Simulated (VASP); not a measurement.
Write the native input for VASP 6.6.1 that does the following.

* Task: single point
* Functional: r2SCAN
* Potentials or basis: VASP PAW PBE potentials, release 64 (Li_sv, F)
* Cutoff: 520 eV
* k mesh: 10 × 10 × 10
* Occupations: gaussian, width 0.05 eV
* Spin: no spin polarisation
* Dipole correction: no
* Further INCAR settings: ALGO = Normal; EDIFF = 1e-07; NBANDS = 12

Crystal: LiF.

```
CELL_PARAMETERS angstrom
0.00000 2.01400 2.01400
2.01400 0.00000 2.01400
2.01400 2.01400 0.00000
ATOMIC_POSITIONS crystal
Li 0.97367 0.00000 0.00000
F 0.50000 0.50000 0.50000
```

This cell differs from its parent crystal: all Li atoms moved +0.075 Å, as atom 1 towards its neighbour atom 1 (Li) at 2.848 Å.

The input as run:

POSCAR

```
LiF
1.0
    0.0000000000      2.0140000000      2.0140000000
    2.0140000000      0.0000000000      2.0140000000
    2.0140000000      2.0140000000      0.0000000000
Li F
1 1
Direct
   -0.0263321790      0.0000000000      0.0000000000
    0.5000000000      0.5000000000      0.5000000000
```

INCAR.step1

```
SYSTEM = LiF
ALGO     = Normal         ! electronic algorithm
EDIFF    = 1E-4           ! SCF threshold, eV
ENCUT    = 520            ! plane-wave cutoff, eV
GGA      = PE             ! functional
ISMEAR   = 0              ! smearing method
LASPH    = .TRUE.         ! aspherical terms in the spheres
LCHARG   = .FALSE.        ! write CHGCAR
LREAL    = .FALSE.        ! projectors in reciprocal space
LWAVE    = .TRUE.         ! write WAVECAR
NBANDS   = 12             ! bands
NELM     = 100            ! most SCF steps
PREC     = Accurate       ! precision mode
SIGMA    = 0.05           ! smearing width, eV
```

INCAR.step2

```
SYSTEM = LiF
ALGO     = Normal         ! electronic algorithm
EDIFF    = 1E-7           ! SCF threshold, eV
ENCUT    = 520            ! plane-wave cutoff, eV
ISIF     = 2              ! what is computed and relaxed
ISMEAR   = 0              ! smearing method
ISTART   = 1            
LASPH    = .TRUE.         ! aspherical terms in the spheres
LCHARG   = .FALSE.        ! write CHGCAR
LMIXTAU  = .TRUE.       
LREAL    = .FALSE.        ! projectors in reciprocal space
LWAVE    = .FALSE.        ! write WAVECAR
METAGGA  = R2SCAN         ! meta-GGA
NBANDS   = 12             ! bands
NELM     = 100            ! most SCF steps
PREC     = Accurate       ! precision mode
SIGMA    = 0.05           ! smearing width, eV
```

KPOINTS

```
k-points
0
G
  10 10 10
  0 0 0
```

Potentials or basis: VASP PAW PBE potentials, release 64 (Li_sv, F).

Launch:

```sh
$ cat potpaw_PBE.64/Li_sv/POTCAR potpaw_PBE.64/F/POTCAR > POTCAR
$ cp INCAR.step1 INCAR
$ mpirun -np 1 vasp_std > vasp.out
$ cp INCAR.step2 INCAR
$ mpirun -np 1 vasp_std > vasp.out
```

It gave:

```json
{"Largest force": "0.154 eV/Å", "Band gap on the k mesh": "10.25 eV"}
```

Caveat: the cell differs from its parent crystal (all Li atoms moved +0.075 Å, as atom 1 towards its neighbour atom 1 (Li) at 2.848 Å); the PAW data sets were made with another functional, which shifts forces and pressure a little.

It took 84 s on 1 thread of Intel(R) Xeon(R) Platinum 8559C (Emerald Rapids), with other jobs on the host, peak memory 0.15 GiB.
